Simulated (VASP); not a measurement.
# SnSe2 (P-3m1) in VASP: single point with PBE

Aim: the single point of SnSe2 with PBE.

All numbers are computed with VASP 6.6.1; they aren't measurements. Logs are shortened: lines on timing, memory, paths and dates and some standing lists are left out, and cuts for length are marked.

## 1. The cell of the first run

It takes space group P-3m1 (No. 164, trigonal). Conventional cell: a = 3.811 Å, b = 3.811 Å, c = 6.136 Å, α = 90.00°, β = 90.00°, γ = 120.00°. Sn (site symmetry -3m) has 6 Se at 2.68 Å within 3.5 Å. Se (site symmetry 3m) has 3 Sn at 2.68 Å within 3.5 Å.

## 2. Single point, PBE

The input, INCAR:

```
  ALGO = Normal
  EDIFF = 1E-6
  ENCUT = 500
  GGA = PE
  GGA_COMPAT = F
  ISIF = 2
  ISMEAR = 0
  LASPH = T
  LCHARG = F
  LREAL = F
  LWAVE = F
  NBANDS = 20
  NELM = 120
  PREC = Accurate
  SIGMA = 0.01
```

The input, KPOINTS:

```
k-points
0
Gamma
  6 6 2
```

The input, POSCAR:

```
SnSe2
1.0
    3.8110000000      0.0000000000      0.0000000000
   -1.9055000000      3.3004228100      0.0000000000
    0.0000000000      0.0000000000      6.1360000000
Sn Se
1 2
Direct
    0.0000000000      0.0000000000      0.0000000000
    0.3333333333      0.6666666667      0.2490000000
    0.6666666667      0.3333333333      0.7510000000
```

Potentials or basis: VASP PAW PBE potentials, release 64 (Sn_d, Se).

Run with:

```console
> cat potpaw_PBE.64/Sn_d/POTCAR potpaw_PBE.64/Se/POTCAR > POTCAR
> mpirun -np 1 vasp_std > vasp.out
```

OUTCAR:

```text
EDIFF = 1E-6
   ENCUT = 500
   GGA = PE
   ISIF = 2
   ISMEAR = 0
   LASPH = T
   LREAL = F
   NELM = 120
   PREC = Accurate

 ion  position               nearest neighbor table
   1  0.000  0.000  0.000-   2 2.68   3 2.68   3 2.68   2 2.68   3 2.68   2 2.68
   2  0.333  0.667  0.249-   1 2.68   1 2.68   1 2.68
   3  0.667  0.333  0.751-   1 2.68   1 2.68   1 2.68

  LATTYP: Found a hexagonal cell.
 ALAT       =     3.8110000000
 C/A-ratio  =     1.6100760955

  Lattice vectors:

 A1 = (   3.8110000000,   0.0000000000,   0.0000000000)
 A2 = (  -1.9055000000,   3.3004228100,   0.0000000000)
 A3 = (   0.0000000000,   0.0000000000,   6.1360000000)

Analysis of symmetry for initial positions (statically):
=====================================================================
 Subroutine PRICEL returns:
 Original cell was already a primitive cell.

 Routine SETGRP: Setting up the symmetry group for a
 hexagonal supercell.

 Subroutine GETGRP returns: Found 12 space group operations
 (whereof 12 operations were pure point group operations)
 out of a pool of 24 trial point group operations.

The static configuration has the point symmetry D_3d.

Analysis of symmetry for dynamics (positions and initial velocities):
=====================================================================
 Subroutine PRICEL returns:
 Original cell was already a primitive cell.

 Routine SETGRP: Setting up the symmetry group for a
 hexagonal supercell.

 Subroutine GETGRP returns: Found 12 space group operations
 (whereof 12 operations were pure point group operations)
 out of a pool of 24 trial point group operations.

The dynamic configuration has the point symmetry D_3d.

 Subroutine INISYM returns: Found 12 space group operations
 (whereof 12 operations are pure point group operations),
 and found     1 'primitive' translations

----------------------------------------------------------------------------------------

                                     Primitive cell

  volume of cell :      77.1781

  direct lattice vectors                    reciprocal lattice vectors
     3.811000000  0.000000000  0.000000000     0.262398321  0.151495741  0.000000000
    -1.905500000  3.300422810  0.000000000     0.000000000  0.302991482  0.000000000
     0.000000000  0.000000000  6.136000000     0.000000000  0.000000000  0.162972621

  length of vectors
[... 63 lines left out ...]
 SYSTEM =  unknown system
   PREC   = accura    normal or accurate (medium, high low for compatibility)
   ISTART =      0    job   : 0-new  1-cont  2-samecut
   ICHARG =      2    charge: 1-file 2-atom 10-const
   ISPIN  =      1    spin polarized calculation?
   LNONCOLLINEAR =      F non collinear calculations
   LSORBIT =      F    spin-orbit coupling
   LASPH  =      T    aspherical Exc in radial PAW
   ENCUT  =  500.0 eV  36.75 Ry    6.06 a.u.   6.95  6.95 11.19*2*pi/ulx,y,z
   NELM   =    120;   NELMIN=  2; NELMDL= -5     # of ELM steps
   EDIFF  = 0.1E-05   stopping-criterion for ELM
   LREAL  =      F    real-space projection
[... 7 lines left out ...]
   TEBEG  =    0.0;   TEEND  =   0.0 temperature during run
   PSTRESS=    0.0 pullay stress
   NELECT =      26.0000    total number of electrons
   NUPDOWN=      -1.0000    fix difference up-down
   EMIN   =  10.00;   EMAX   =-10.00  energy-range for DOS
   EFERMI =   0.00;   METHOD = LEGACY
   ISMEAR =     0;   SIGMA  =   0.01  broadening in eV -4-tet -1-fermi 0-gaus
   EFERMI_NEDOS =   21; number of points for ismear=-14 and -15
   IALGO  =     38    algorithm
   IMIX   =      4    mixing-type and parameters
     AMIX     =   0.40;   BMIX     =  1.00
     AMIX_MAG =   1.60;   BMIX_MAG =  1.00
  volume/ion in A,a.u.               =      25.73       173.61
  Fermi-wavevector in a.u.,A,eV,Ry     =   1.139116  2.152617 17.654722  1.297585
  Thomas-Fermi vector in A             =   2.275820
   LORBIT       =      0    0 simple, 1 ext, 2 COOP (PROOUT), +10 PAW based schemes
   GGA     = PE    functional components
   LHFCALC =     F    Hartree Fock is set to
   AEXX    =    0.0000 exact exchange contribution
   IVDW    =     0    specifies the selected vdW correction
   LEPSILON=     F    determine dielectric tensor
   LRPA    =     F    only Hartree local field effects (RPA)
 non-spin polarized calculation
 Gauss-broadening in eV      SIGMA  =   0.01
  energy-cutoff  :      500.00
  volume of cell :       77.18
 maximum number of plane-waves:      1968
 NGX is ok and might be reduce to    28
   NGX = 13   NGY = 13   NGZ = 23

 number of electron      26.0000006 magnetization

 Free energy of the ion-electron system (eV)
  ---------------------------------------------------
  ext. energy  EPLUGINS =         0.00000000
  ---------------------------------------------------
  free energy    TOTEN  =       -11.74510938 eV

  energy without entropy =      -11.74510938  energy(sigma->0) =      -11.74510938

 E-fermi :   4.3053     XC(G=0):  -9.4543

 val. band max:        4.1681234286   @ k =   0.0000   0.0000   0.0000
 cond. band min:       5.0426668525   @ k =   0.5000  -0.0000   0.5000
 fundamental gap:      0.8745434239
 Fermi energy:         4.3053460194

 k-point     1 :       0.0000    0.0000    0.0000
  band No.  band energies     occupation
      1     -17.0953      2.00000
      2     -17.0953      2.00000
      3     -17.0577      2.00000
      4     -17.0418      2.00000
      5     -17.0418      2.00000
      6      -9.8284      2.00000
[... 311 lines left out ...]
     19      13.1671      0.00000
     20      13.2459      0.00000

------------------------ aborting loop because EDIFF is reached ----------------------------------------

  FORCE on cell =-STRESS in cart. coord.  units (eV):
  Direction    XX          YY          ZZ          XY          YZ          ZX
  --------------------------------------------------------------------------------------
  -------------------------------------------------------------------------------------
  Total        2.5160357      2.5160357      3.0961193      0.0000000      0.0000000     -0.0000000
  in kB       52.2316206     52.2316205     64.2738617      0.0000000      0.0000000     -0.0000000
  external PRESSURE =      56.2457009 kB  Pullay stress =       0.0000000 kB

 VOLUME and BASIS-vectors are now :
 -----------------------------------------------------------------------------
  energy-cutoff  :      500.00
  volume of cell :       77.18
      direct lattice vectors                 reciprocal lattice vectors
     3.811000000  0.000000000  0.000000000     0.262398321  0.151495741  0.000000000
    -1.905500000  3.300422810  0.000000000     0.000000000  0.302991482  0.000000000
     0.000000000  0.000000000  6.136000000     0.000000000  0.000000000  0.162972621

 POSITION                                       TOTAL-FORCE (eV/Angst)
 -----------------------------------------------------------------------------------
      0.00000      0.00000      0.00000        -0.000000      0.000000      0.000000
     -0.00000      2.20028      1.52786         0.000000     -0.000000      0.801541
      1.90550      1.10014      4.60814        -0.000000      0.000000     -0.801541
 -----------------------------------------------------------------------------------
    total drift:                                0.000000      0.000000      0.000000

  FREE ENERGIE OF THE ION-ELECTRON SYSTEM (eV)
  ---------------------------------------------------
  free  energy   TOTEN  =       -11.7451093805 eV

  energy  without entropy=      -11.7451093805  energy(sigma->0) =      -11.74510938
```

stdout:

```text
POSCAR found type information on POSCAR SnSe
 POSCAR found :  2 types and       3 ions
 scaLAPACK will be used
 LDA part: xc-table for (Slater+PW92), standard interpolation
 POSCAR, INCAR and KPOINTS ok, starting setup
 FFT: planning ... GRIDC
 FFT: planning ... GRID_SOFT
 FFT: planning ... GRID
 WAVECAR not read
 entering main loop
```

Run time: 9.2 s. Hardware: 1 thread of Intel Xeon 6975P-C (Granite Rapids), shared host; peak memory 0.18 GiB.

What came out:

| Property | Result |
| --- | --- |
| Free energy | -11.7451 eV |
| Pressure | 5.6 GPa |
| Largest force | 0.802 eV/Å |
| Band gap on the k mesh | 0.87 eV (least direct gap 1.09 eV) |

Forces in eV/Å, atoms in the order of the input:
```
Sn   0.000  0.000  0.000
Se   0.000  0.000  0.802
Se   0.000  0.000 -0.802
```

Caveat: the k points lie up to 0.51 Å⁻¹ apart; spin-orbit coupling is left out, which moves the levels of the heavy elements; this functional lacks dispersion, which binds the layers, so the pressure and a relaxed spacing across them are unreliable. A k mesh can miss the band edges.
